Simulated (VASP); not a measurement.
**FeGe: relaxation of shape and atoms at fixed volume with PBE**

The system is FeGe.

```xyz
6
Lattice="5.0596 0.0000 0.0000 -2.5298 4.3818 0.0000 0.0000 0.0000 3.9674" Properties=species:S:1:pos:R:3 pbc="T T T"
Fe    2.5298    0.0000    0.0000
Fe    1.2649    2.1909    0.0000
Fe   -1.2649    2.1909    0.0000
Ge    0.0000    0.0000    0.0000
Ge    0.0000    2.9212    1.9837
Ge    2.5298    1.4606    1.9837
```

```yaml
Program: VASP 6.6.1
Task: relaxation of shape and atoms at fixed volume
Functional: PBE
Potentials_or_basis: VASP PAW PBE potentials, release 64 (Fe, Ge_d)
Cutoff: 600 eV
k_mesh: 10 × 10 × 10
Occupations: gaussian, width 0.05 eV
Spin: no spin polarisation
Dipole_correction: no
Further_INCAR_settings: ALGO = Normal; EDIFF = 1e-06; IBRION = 2; EDIFFG = -0.01; NSW = 60; ISIF = 4
```

```
Energy gained by relaxing : 0.0 meV/atom
Ionic steps               : 2
Pressure after relaxing   : -5.7 GPa
Band gap on the k mesh    : zero (bands 33 and 34 overlap by 0.48 eV)
```

Final structure:
```cif
data_structure
_symmetry_space_group_name_H-M 'P 1'
_symmetry_Int_Tables_number 1
_cell_length_a 5.0584
_cell_length_b 5.0584
_cell_length_c 3.9694
_cell_angle_alpha 90.000
_cell_angle_beta 90.000
_cell_angle_gamma 120.000
_cell_volume 87.96
loop_
_atom_site_label
_atom_site_type_symbol
_atom_site_fract_x
_atom_site_fract_y
_atom_site_fract_z
_atom_site_occupancy
Fe1 Fe 0.50000 0.00000 0.00000 1
Fe2 Fe 0.50000 0.50000 0.00000 1
Fe3 Fe 0.00000 0.50000 0.00000 1
Ge1 Ge 0.00000 0.00000 0.00000 1
Ge2 Ge 0.33333 0.66667 0.50000 1
Ge3 Ge 0.66667 0.33333 0.50000 1
```

Levels at points of the mesh, in eV from the Fermi level:
| k point | band 31 | band 32 | band 33 | band 34 | band 35 | band 36 |
| --- | --- | --- | --- | --- | --- | --- |
| (0.00, 0.00, 0.00) | -0.19 | 0.01 | 0.02 | 0.02 | 0.75 | 1.12 |
| (0.50, 0.00, 0.00) | -0.60 | -0.14 | 0.02 | 1.37 | 1.51 | 1.56 |
| (0.00, 0.00, 0.50) | -0.57 | -0.33 | -0.14 | -0.14 | -0.10 | -0.10 |
| (0.50, 0.00, 0.50) | -0.57 | -0.53 | -0.12 | -0.11 | -0.07 | 0.06 |

Wall time 9.9 min on 1 thread of Intel(R) Xeon(R) Platinum 8375C CPU @ 2.90GHz (Ice Lake) (shared host), peak memory 0.43 GiB.

Caveat: the run has no spin polarisation, though such a crystal can be magnetic. Spin polarisation is off, so any magnetic state and its effect on volume and gap are missing.
